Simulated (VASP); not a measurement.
Set up this calculation in VASP 6.6.1, as the native input.

* Task: single point
* Functional: PBE
* Potentials or basis: VASP PAW PBE potentials, release 64 (Ho_3, Au, F), 4f in core
* Cutoff: 600 eV
* k mesh: 3 × 3 × 2
* Occupations: gaussian, width 0.15 eV
* Spin: no spin polarisation
* Dipole correction: no
* Further INCAR settings: ALGO = Normal; EDIFF = 1e-06; NBANDS = 33

The structure of HoAuF4 lies in POSCAR:

```
HoAuF4
1.0
    4.0254694239      0.0000000000      0.0000000000
   -2.0127347120      3.4861587833      0.0000000000
    0.0000000000      0.0000000000      8.3382643774
Ho Au F
1 1 4
Direct
    0.0000000000      0.0000000000      0.5000000000
    0.0000000000      0.0000000000      0.0000000000
    0.3333333333      0.6666666667      0.5000000000
    0.6666666667      0.3333333333      0.5000000000
    0.0000000000      0.0000000000      0.7582238971
    0.0000000000      0.0000000000      0.2417761029
```

The cell was generated, and may not be a known phase.

These files were run (other wordings do the same):

INCAR

```
PREC = Accurate
ENCUT = 600
EDIFF = 1E-6
ISMEAR = 0
SIGMA = 0.15
LREAL = F
LASPH = T
NELM = 200
ALGO = Normal
ISIF = 2
LWAVE = F
LCHARG = T
GGA = PE
LELF = T
LVHAR = T
NBANDS = 33
GGA_COMPAT = F
LMAXMIX = 6
```

KPOINTS

```
Automatic mesh
0
Gamma
  3 3 2
```

Potentials or basis: VASP PAW PBE potentials, release 64 (Ho_3, Au, F), 4f in core.

Command:

```console
$ cat potpaw_PBE.64/Ho_3/POTCAR potpaw_PBE.64/Au/POTCAR potpaw_PBE.64/F/POTCAR > POTCAR
$ mpirun -np 1 vasp_std > vasp.out
```

Results of the run:

```yaml
Pressure: 0.3 GPa
Largest_force: 0.090 eV/Å
Band_gap_on_the_k_mesh: 2.51 eV (least direct gap 3.23 eV)
```

Caveat: the k points lie up to 0.60 Å⁻¹ apart; spin-orbit coupling is left out, which moves the levels of the heavy elements; the 4f electrons are frozen in the core, so they carry no moment and show no levels.

Wall time 31 s on 1 thread of Intel(R) Xeon(R) Platinum 8559C (Emerald Rapids) (shared host), peak memory 0.25 GiB.
